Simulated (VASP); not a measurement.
Set up this calculation in VASP 6.6.1, as the native input.

```yaml
Task: single point
Functional: BLYP
Dispersion: D3(BJ)
Potentials_or_basis: VASP PAW PBE potentials, release 64 (N, B)
Cutoff: 520 eV
k_mesh: 12 × 12 × 4
Occupations: fermi-dirac, width 0.05 eV
Spin: no spin polarisation
Dipole_correction: no
Further_INCAR_settings: ALGO = Normal; EDIFF = 1e-06; NBANDS = 16
```

The structure of BN lies in POSCAR:

```
BN
1.0
    2.5060528511      0.0000000000      0.0000000000
   -1.2530264255      2.1703054322      0.0000000000
    0.0000000000      0.0000000000      6.4148356752
N B
2 2
Direct
    0.6666666667      0.3333333333      0.2500000000
    0.3333333333      0.6666666667      0.7500000000
    0.6666666667      0.3333333333      0.7500000000
    0.3333333333      0.6666666667      0.2500000000
```

The input as run:

INCAR

```
SYSTEM = BN
AGGAC = 1.0 ; AGGAX = 1.0
ALDAC = 0.0 ; ALDAX = 1.0
ALGO = Normal ; EDIFF = 1E-6
ENCUT = 520 ; GGA = B5
ISIF = 2 ; ISMEAR = -1
IVDW = 12 ; LASPH = .TRUE.
LCHARG = .FALSE. ; LREAL = .FALSE.
LWAVE = .FALSE. ; NBANDS = 16
NELM = 100 ; PREC = Accurate
SIGMA = 0.05 ; VDW_A1 = 0.4298
VDW_A2 = 4.2359 ; VDW_S6 = 1.0
VDW_S8 = 2.6996
```

KPOINTS

```
k-points
0
G
  12 12 4
  0 0 0
```

Potentials or basis: VASP PAW PBE potentials, release 64 (N, B).

Run with:

```bash
$ cat potpaw_PBE.64/N/POTCAR potpaw_PBE.64/B/POTCAR > POTCAR
$ mpirun -np 1 vasp_std > vasp.out
```

It gave:

| Property | Result |
| --- | --- |
| Pressure | -0.2 GPa |
| Band gap on the k mesh | 4.28 eV, indirect (least direct gap 4.65 eV) |
| Dispersion energy per atom | -0.283 eV |

Caveat: the PAW data sets were made with another functional, which shifts forces and pressure a little.

Run time: 16 s on 1 thread of Intel(R) Xeon(R) 6975P-C (Granite Rapids), with other jobs on the host, peak memory 0.17 GiB.
